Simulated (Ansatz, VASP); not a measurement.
WSe2: VASP beside Ansatz

```xyz
6
Lattice="3.3147 0.0000 0.0000 -1.6574 2.8706 0.0000 0.0000 0.0000 24.0818" Properties=species:S:1:pos:R:3 pbc="T T T"
W     1.6574    0.9569    3.4291
W     0.0000    1.9138   20.6527
Se    0.0000    1.9138    5.0898
Se    1.6574    0.9569   22.3147
Se    0.0000    1.9138    1.7671
Se    1.6574    0.9569   18.9920
```

Alike in both runs: task single point; functional r2SCAN; k mesh 12 × 12 × 2; occupations gaussian, width 0.05 eV; no spin polarisation.

|  | VASP | Ansatz |
| --- | --- | --- |
| version | VASP 6.6.1 | Ansatz 0.2.0 |
| potentials or method | VASP PAW PBE potentials, release 64 (W_sv, Se), cutoff 520 eV | scalar-relativistic, plane waves, PAW |
| valence electrons in the cell | 52 | 92 |

|  | VASP | Ansatz | Ansatz less VASP |
| --- | --- | --- | --- |
| gap on the k mesh at the Fermi level (eV) | 1.59 | 1.60 | +0.005 |
| least direct gap on the mesh (eV) | 1.61 | 1.62 | +0.002 |
| rms of the force components (eV/Å) | 0.021 | 0.000 | -0.0207 |

VASP's potentials were made for PBE, not for r2SCAN. Atom by atom the forces differ by 0.021 eV/Å (rms over components). VASP's potentials hold 52 valence electrons a cell and Ansatz's 92, so a difference there can come from the potentials and not from the codes.

Neither program's run includes spin-orbit coupling.
